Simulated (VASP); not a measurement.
# CoO (Fm-3m) in VASP: a series of runs

Runs on CoO. Level: PBE. Tasks: single point.

All numbers are computed with VASP 6.6.1; they aren't measurements. Logs are shortened: lines on timing, memory, paths and dates and some standing lists are left out, and cuts for length are marked.

## Step 1: The cell of the first run

The structure is cubic, space group Fm-3m (No. 225). Conventional cell: a = 4.347 Å, b = 4.347 Å, c = 4.347 Å, α = 90.00°, β = 90.00°, γ = 90.00°. Co (site symmetry m-3m) has 6 O at 2.17 Å within 2.9 Å. O (site symmetry m-3m) has 6 Co at 2.17 Å within 2.9 Å.

## Step 2: Single point, PBE, collinear spin, ferromagnetic start

INCAR reads:

```
ALGO = Normal ; EDIFF = 1E-6
ENCUT = 520 ; GGA = PE
ISIF = 2 ; ISMEAR = -1
ISPIN = 2 ; LASPH = T
LCHARG = F ; LMAXMIX = 4
LORBIT = 11 ; LREAL = F
LWAVE = F ; MAGMOM = 2 0
NBANDS = 18 ; NELM = 150
PREC = Accurate ; SIGMA = 0.05
```

KPOINTS reads:

```
k-points
0
Gamma
  11 11 11
```

POSCAR reads:

```
CoO
1.0
    0.0000000000      2.1733064236      2.1733064236
    2.1733064236      0.0000000000      2.1733064236
    2.1733064236      2.1733064236      0.0000000000
Co O
1 1
Direct
    0.0000000000      0.0000000000      0.0000000000
    0.5000000000      0.5000000000      0.5000000000
```

Potentials or basis: VASP PAW PBE potentials, release 64 (Co, O).

On the command line:

```bash
cat potpaw_PBE.64/Co/POTCAR potpaw_PBE.64/O/POTCAR > POTCAR
mpirun -np 1 vasp_std > vasp.out
```

OUTCAR:

```text
EDIFF = 1E-6
   ENCUT = 520
   GGA = PE
   ISIF = 2
   ISMEAR = -1
   ISPIN = 2
   LASPH = T
   LORBIT = 11
   LREAL = F
   NELM = 150
   PREC = Accurate

 ion  position               nearest neighbor table
   1  0.000  0.000  0.000-   2 2.17   2 2.17   2 2.17   2 2.17   2 2.17   2 2.17
   2  0.500  0.500  0.500-   1 2.17   1 2.17   1 2.17   1 2.17   1 2.17   1 2.17

  LATTYP: Found a face centered cubic cell.
 ALAT       =     4.3466128472

  Lattice vectors:

 A1 = (   0.0000000000,   2.1733064236,   2.1733064236)
 A2 = (   2.1733064236,   0.0000000000,   2.1733064236)
 A3 = (   2.1733064236,   2.1733064236,   0.0000000000)

Analysis of symmetry for initial positions (statically):
=====================================================================
 Subroutine PRICEL returns:
 Original cell was already a primitive cell.

 Routine SETGRP: Setting up the symmetry group for a
 face centered cubic supercell.

 Subroutine GETGRP returns: Found 48 space group operations
 (whereof 48 operations were pure point group operations)
 out of a pool of 48 trial point group operations.

The static configuration has the point symmetry O_h .

Analysis of symmetry for dynamics (positions and initial velocities):
=====================================================================
 Subroutine PRICEL returns:
 Original cell was already a primitive cell.

 Routine SETGRP: Setting up the symmetry group for a
 face centered cubic supercell.

 Subroutine GETGRP returns: Found 48 space group operations
 (whereof 48 operations were pure point group operations)
 out of a pool of 48 trial point group operations.

The dynamic configuration has the point symmetry O_h .

Analysis of structural, dynamic, and magnetic symmetry:
=====================================================================
 Subroutine PRICEL returns:
 Original cell was already a primitive cell.

 Routine SETGRP: Setting up the symmetry group for a
 face centered cubic supercell.

 Subroutine GETGRP returns: Found 48 space group operations
 (whereof 48 operations were pure point group operations)
 out of a pool of 48 trial point group operations.

The overall configuration has the point symmetry O_h .

 Subroutine INISYM returns: Found 48 space group operations
 (whereof 48 operations are pure point group operations),
 and found     1 'primitive' translations

----------------------------------------------------------------------------------------

                                     Primitive cell

[... 111 lines left out ...]
  volume/ion in A,a.u.               =      10.27        69.27
  Fermi-wavevector in a.u.,A,eV,Ry     =   1.474487  2.786376 29.580589  2.174112
  Thomas-Fermi vector in A             =   2.589252
   LORBIT       =     11    0 simple, 1 ext, 2 COOP (PROOUT), +10 PAW based schemes
   GGA     = PE    functional components
   LHFCALC =     F    Hartree Fock is set to
   AEXX    =    0.0000 exact exchange contribution
   IVDW    =     0    specifies the selected vdW correction
   LEPSILON=     F    determine dielectric tensor
   LRPA    =     F    only Hartree local field effects (RPA)
 spin polarized calculation
  energy-cutoff  :      520.00
  volume of cell :       20.53
 maximum number of plane-waves:       564
   NGX = 11   NGY = 11   NGZ = 11

 number of electron      14.9999996 magnetization       2.9832650

 Free energy of the ion-electron system (eV)
  ---------------------------------------------------
  ext. energy  EPLUGINS =         0.00000000
  ---------------------------------------------------
  free energy    TOTEN  =       -13.01400431 eV

  energy without entropy =      -12.97868351  energy(sigma->0) =      -12.99634391

 E-fermi :   7.0647     XC(G=0): -12.0656

 val. band max:        7.0625576214   @ k =   0.3636   0.2727   0.0909
 cond. band min:       7.0768617543   @ k =  -0.1818   0.2727   0.0909
 fundamental gap:      0.0143041329
 Fermi energy:         7.0646755210

 spin component 1

 k-point     1 :       0.0000    0.0000    0.0000
  band No.  band energies     occupation
      1     -12.5781      1.00000
      2       3.8268      1.00000
      3       3.8268      1.00000
      4       4.0670      1.00000
      5       4.0670      1.00000
      6       4.0670      1.00000
[... 493 lines left out ...]
     17      33.8856      0.00000
     18      35.7134      0.00000

 [... further k-points ...]

 spin component 2

 k-point     1 :       0.0000    0.0000    0.0000
  band No.  band energies     occupation
      1     -12.0499      1.00000
      2       4.7960      1.00000
      3       4.7960      1.00000
      4       4.7960      1.00000
      5       6.0921      1.00000
      6       6.0921      1.00000
[... 493 lines left out ...]
     17      34.4892      0.00000
     18      36.2797      0.00000

 [... further k-points ...]

------------------------ aborting loop because EDIFF is reached ----------------------------------------

  FORCE on cell =-STRESS in cart. coord.  units (eV):
  Direction    XX          YY          ZZ          XY          YZ          ZX
  --------------------------------------------------------------------------------------
  -------------------------------------------------------------------------------------
  Total       -1.3962227     -1.3962227     -1.3962227      0.0000000      0.0000000     -0.0000000
  in kB     -108.9613276   -108.9613276   -108.9613276      0.0000000      0.0000000     -0.0000000
  external PRESSURE =    -108.9613276 kB  Pullay stress =       0.0000000 kB

 VOLUME and BASIS-vectors are now :
 -----------------------------------------------------------------------------
  energy-cutoff  :      520.00
  volume of cell :       20.53
      direct lattice vectors                 reciprocal lattice vectors
     0.000000000  2.173306424  2.173306424    -0.230064198  0.230064198  0.230064198
     2.173306424  0.000000000  2.173306424     0.230064198 -0.230064198  0.230064198
     2.173306424  2.173306424  0.000000000     0.230064198  0.230064198 -0.230064198

 POSITION                                       TOTAL-FORCE (eV/Angst)
 -----------------------------------------------------------------------------------
      0.00000      0.00000      0.00000        -0.000000     -0.000000     -0.000000
      2.17331      2.17331      2.17331         0.000000      0.000000      0.000000
 -----------------------------------------------------------------------------------
    total drift:                                0.000000     -0.000000     -0.000000

  FREE ENERGIE OF THE ION-ELECTRON SYSTEM (eV)
  ---------------------------------------------------
  free  energy   TOTEN  =       -13.0140043098 eV

  energy  without entropy=      -12.9786835054  energy(sigma->0) =      -12.99634391

 total charge

# of ion       s       p       d       tot
------------------------------------------
    1        0.278   0.318   7.101   7.698
    2        1.556   3.395   0.000   4.951
--------------------------------------------------
tot          1.834   3.713   7.101  12.649

 magnetization (x)

# of ion       s       p       d       tot
------------------------------------------
    1        0.020   0.016   2.577   2.613
    2        0.027   0.287   0.000   0.314
--------------------------------------------------
tot          0.046   0.304   2.577   2.927
```

stdout:

```text
POSCAR found type information on POSCAR CoO
 POSCAR found :  2 types and       2 ions
 scaLAPACK will be used
 LDA part: xc-table for (Slater+PW92), standard interpolation
 POSCAR, INCAR and KPOINTS ok, starting setup
 FFT: planning ... GRIDC
 FFT: planning ... GRID_SOFT
 FFT: planning ... GRID
 WAVECAR not read
 entering main loop
```

Run time: 16 s. Hardware: 1 thread of Intel Xeon 6975P-C (Granite Rapids), shared host; peak memory 0.17 GiB.

What came out:

| Item | Value |
| --- | --- |
| Free energy | -13.0140 eV |
| Pressure | -10.9 GPa |
| Band gap on the k mesh | zero (filled and empty bands overlap) |
| Net moment | 2.98 μB per cell |
| Site moments | Co +2.61; O +0.31 μB |
| Valence electrons inside the program's atomic spheres | Co 7.70; O 4.95 |

Levels at points of the mesh, in eV from the Fermi level:
Spin up:
```
           k point  band 6  band 7  band 8  band 9  band 10  band 11  band 12  band 13
(0.00, 0.00, 0.00)   -3.00   -2.85   -2.85   -2.85     0.72    16.68    17.69    17.69
```
Spin down:
```csv
k point,band 2,band 3,band 4,band 5,band 6,band 7,band 8,band 9,band 10,band 11
"(0.00, 0.00, 0.00)",-2.27,-2.27,-2.27,-0.97,-0.97,-0.97,0.15,0.15,1.27,16.58
```

Caveat: a cell with one magnetic atom can't hold antiferromagnetic order, which such compounds often take; semilocal functionals often make such compounds metallic where correlation or magnetic order opens a gap, which also shifts bond lengths. With open d or f shells a metallic result of PBE can be an artefact of self-interaction; +U or a hybrid may open a gap.

## Step 3: Single point, PBE

This run uses another cell than the first one, of 9.68 Å³/atom, 0.943 times its volume.

INCAR reads:

```
SYSTEM = CoO
PREC     = Accurate       ! precision mode
ENCUT    = 520            ! plane-wave cutoff, eV
EDIFF    = 1E-6           ! SCF threshold, eV
ISMEAR   = -1             ! smearing method
SIGMA    = 0.05           ! smearing width, eV
LREAL    = .FALSE.        ! projectors in reciprocal space
LASPH    = .TRUE.         ! aspherical terms in the spheres
NELM     = 80             ! most SCF steps
ALGO     = Normal         ! electronic algorithm
ISIF     = 2              ! what is computed and relaxed
LWAVE    = .FALSE.        ! write WAVECAR
LCHARG   = .FALSE.        ! write CHGCAR
GGA      = PE             ! functional
NBANDS   = 14             ! bands
```

KPOINTS reads:

```
Automatic mesh
0
G
  11 11 11
  0 0 0
```

POSCAR reads:

```
CoO
1.0
    0.0000000000      2.1315016600      2.1315016600
    2.1315016600      0.0000000000      2.1315016600
    2.1315016600      2.1315016600      0.0000000000
Co O
1 1
Direct
    0.0000000000      0.0000000000      0.0000000000
    0.5000000000      0.5000000000      0.5000000000
```

Potentials or basis: VASP PAW PBE potentials, release 64 (Co, O).

On the command line:

```bash
cat potpaw_PBE.64/Co/POTCAR potpaw_PBE.64/O/POTCAR > POTCAR
mpirun -np 1 vasp_std > vasp.out
```

Run time: 20 s. Hardware: 1 thread of Intel Xeon Platinum 8375C at 2.90GHz (Ice Lake), shared host; peak memory 0.14 GiB.

The run converged. Its results:

- Free energy: -12.5816 eV
- Pressure: -19.6 GPa

Levels at points of the mesh, in eV from the Fermi level:
```csv
k point,band 4,band 5,band 6,band 7,band 8,band 9,band 10,band 11,band 12,band 13
"(0.00, 0.00, 0.00)",-3.29,-1.36,-1.36,-1.36,-0.99,-0.99,1.33,17.06,18.66,18.66
```

Caveat: an odd number of electrons without spin polarisation forces a metal; a magnetic or distorted state may lie lower; the run has no spin polarisation, though such a crystal can be magnetic; semilocal functionals often make such compounds metallic where correlation or magnetic order opens a gap, which also shifts bond lengths. Spin polarisation is off, so any magnetic state and its effect on volume and gap are missing.

## Step 4: Single point, PBE, collinear spin, ferromagnetic start

This run uses another cell than the first one, of 9.68 Å³/atom, 0.943 times its volume.

INCAR reads:

```
SYSTEM = CoO
  PREC = Accurate
  ENCUT = 520
  EDIFF = 1E-6
  ISMEAR = -1
  SIGMA = 0.05
  LREAL = .FALSE.
  LASPH = .TRUE.
  NELM = 150
  ALGO = Normal
  ISIF = 2
  LWAVE = .FALSE.
  LCHARG = .TRUE.
  ISPIN = 2
  MAGMOM = 2 0
  LORBIT = 11
  LMAXMIX = 4
  GGA = PE
  LELF = .TRUE.
  LVHAR = .TRUE.
  NBANDS = 18
```

KPOINTS is that of step 3.

POSCAR is that of step 3.

On the command line:

```bash
cat potpaw_PBE.64/Co/POTCAR potpaw_PBE.64/O/POTCAR > POTCAR
mpirun -np 1 vasp_std > vasp.out
```

It took 41 s on 1 thread of Intel Xeon Platinum 8375C at 2.90GHz (Ice Lake), shared host; peak memory 0.17 GiB.

It converged, with:

| Item | Value |
| --- | --- |
| Free energy | -13.0624 eV |
| Pressure | -2.4 GPa |
| Net moment | 2.90 μB per cell |
| Site moments | Co +2.55; O +0.29 μB |
| Valence electrons inside the program's atomic spheres | Co 7.79; O 4.98 |

Levels at points of the mesh, in eV from the Fermi level:
Spin up:
```csv
k point,band 6,band 7,band 8,band 9,band 10,band 11,band 12,band 13
"(0.00, 0.00, 0.00)",-3.10,-3.05,-3.05,-3.05,1.00,16.86,18.13,18.13
```
Spin down:
```csv
k point,band 4,band 5,band 6,band 7,band 8,band 9
"(0.00, 0.00, 0.00)",-2.54,-1.09,-1.09,-1.09,0.07,0.07
```

Caveat: a cell with one magnetic atom can't hold antiferromagnetic order, which such compounds often take; semilocal functionals often make such compounds metallic where correlation or magnetic order opens a gap, which also shifts bond lengths. With open d or f shells a metallic result of PBE can be an artefact of self-interaction; +U or a hybrid may open a gap.

## Step 5: Single point, PBE, collinear spin, ferromagnetic start

This run uses another cell than the first one, of 9.68 Å³/atom, 0.943 times its volume.

INCAR reads:

```
SYSTEM = CoO
ALGO = Normal
EDIFF = 1E-6
ENCUT = 520
GGA = PE
ISIF = 2
ISMEAR = -1
ISPIN = 2
LASPH = .True.
LCHARG = .False.
LMAXMIX = 4
LORBIT = 11
LREAL = .False.
LWAVE = .False.
MAGMOM = 1.71 0
NBANDS = 18
NELM = 150
PREC = Accurate
SIGMA = 0.05
```

KPOINTS reads:

```
k-points
0
Gamma
  11 11 11
  0 0 0
```

POSCAR is that of step 4.

On the command line:

```bash
cat potpaw_PBE.64/Co/POTCAR potpaw_PBE.64/O/POTCAR > POTCAR
mpirun -np 1 vasp_std > vasp.out
```

It took 46 s on 1 thread of Intel Xeon Platinum 8375C at 2.90GHz (Ice Lake), shared host; peak memory 0.16 GiB.

It converged, with:

```yaml
Free_energy: -13.0624 eV
Pressure: -2.3 GPa
Net_moment: 2.90 μB per cell
Site_moments: Co +2.55; O +0.29 μB
Valence_electrons_inside_the_program's_atomic_spheres: Co 7.79; O 4.98
```

Levels at points of the mesh, in eV from the Fermi level:
Spin up:
```
           k point  band 6  band 7  band 8  band 9  band 10  band 11  band 12  band 13
(0.00, 0.00, 0.00)   -3.10   -3.05   -3.05   -3.05     1.00    16.86    18.13    18.13
```
Spin down:
| k point | band 2 | band 3 | band 4 | band 5 | band 6 | band 7 | band 8 | band 9 | band 10 | band 11 |
| --- | --- | --- | --- | --- | --- | --- | --- | --- | --- | --- |
| (0.00, 0.00, 0.00) | -2.54 | -2.54 | -2.54 | -1.09 | -1.09 | -1.09 | 0.07 | 0.07 | 1.53 | 16.77 |

Caveat: a cell with one magnetic atom can't hold antiferromagnetic order, which such compounds often take; semilocal functionals often make such compounds metallic where correlation or magnetic order opens a gap, which also shifts bond lengths. With open d or f shells a metallic result of PBE can be an artefact of self-interaction; +U or a hybrid may open a gap.

## Step 6: Summary

| spin | cell | gap on the mesh (eV) | pressure (GPa) | moment (μB) |
| --- | --- | --- | --- | --- |
| collinear, ferromagnetic start | a = 3.074 Å, angles 60.0°, 2 atoms | none | -10.9 | 2.98 |
| off | a = 3.014 Å, angles 60.0°, 2 atoms | none | -19.6 | - |
| collinear, ferromagnetic start | a = 3.014 Å, angles 60.0°, 2 atoms | none | -2.3 | 2.90 |

Alike in all rows: task single point; level PBE; potentials or basis VASP PAW PBE potentials, release 64 (Co, O); k mesh 11 × 11 × 11; cutoff (eV) 520; smearing fermi-dirac 0.05 eV.

Caveats: semilocal functionals often make such compounds metallic where correlation or magnetic order opens a gap, which also shifts bond lengths; a cell with one magnetic atom can't hold antiferromagnetic order, which such compounds often take (some runs); an odd number of electrons without spin polarisation forces a metal (some runs); a magnetic or distorted state may lie lower (some runs).

Absolute energies hang on the potentials; compare differences alone.
